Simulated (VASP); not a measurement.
Wanted: the native input for a VASP 6.6.1 run.

```
Task                   : single point
Functional             : PBE
Potentials or basis    : VASP PAW PBE potentials, release 64 (Al, Ni)
Cutoff                 : 520 eV
k mesh                 : 12 × 12 × 12
Occupations            : gaussian, width 0.05 eV
Spin                   : collinear spin, ferromagnetic start
Starting moments       : [0.0, 0.31, 0.31, 0.31] μB
Dipole correction      : no
Further INCAR settings : ALGO = Normal; EDIFF = 1e-06; NBANDS = 28
```

The structure of AlNi3 lies in POSCAR:

```
AlNi3
1.0
    3.6135233447      0.0000000000      0.0000000000
    0.0000000000      3.6135233447      0.0000000000
    0.0000000000      0.0000000000      3.6135233447
Al Ni
1 3
Direct
    0.0000000000      0.0000000000      0.0000000000
    0.0000000000      0.5000000000      0.5000000000
    0.5000000000      0.0000000000      0.5000000000
    0.5000000000      0.5000000000      0.0000000000
```

This cell differs from its parent crystal: volume scaled by 1.040.

One way to write it, as run:

INCAR

```
SYSTEM = AlNi3
ALGO = Normal
EDIFF = 1E-6
ENCUT = 520
GGA = PE
ISIF = 2
ISMEAR = 0
ISPIN = 2
LASPH = .TRUE.
LCHARG = .TRUE.
LELF = .TRUE.
LMAXMIX = 4
LORBIT = 11
LREAL = .FALSE.
LVHAR = .TRUE.
LWAVE = .FALSE.
MAGMOM = 0 0.31 0.31 0.31
NBANDS = 28
NELM = 150
PREC = Accurate
SIGMA = 0.05
```

KPOINTS

```
k-points
0
G
  12 12 12
  0 0 0
```

Potentials or basis: VASP PAW PBE potentials, release 64 (Al, Ni).

Run with:

```bash
$ cat potpaw_PBE.64/Al/POTCAR potpaw_PBE.64/Ni/POTCAR > POTCAR
$ mpirun -np 1 vasp_std > vasp.out
```

It gave:

```json
{
  "Pressure": "-6.4 GPa",
  "Net moment": "0.74 μB per cell",
  "Site moments": "Al -0.01; Ni +0.27 μB",
  "Valence electrons inside the program's atomic spheres": "Al 0.78; Ni 9.31"
}
```

Wall time 5.1 min on 1 thread of Oxide Virtual Turin-like Processor (shared host), peak memory 0.25 GiB.
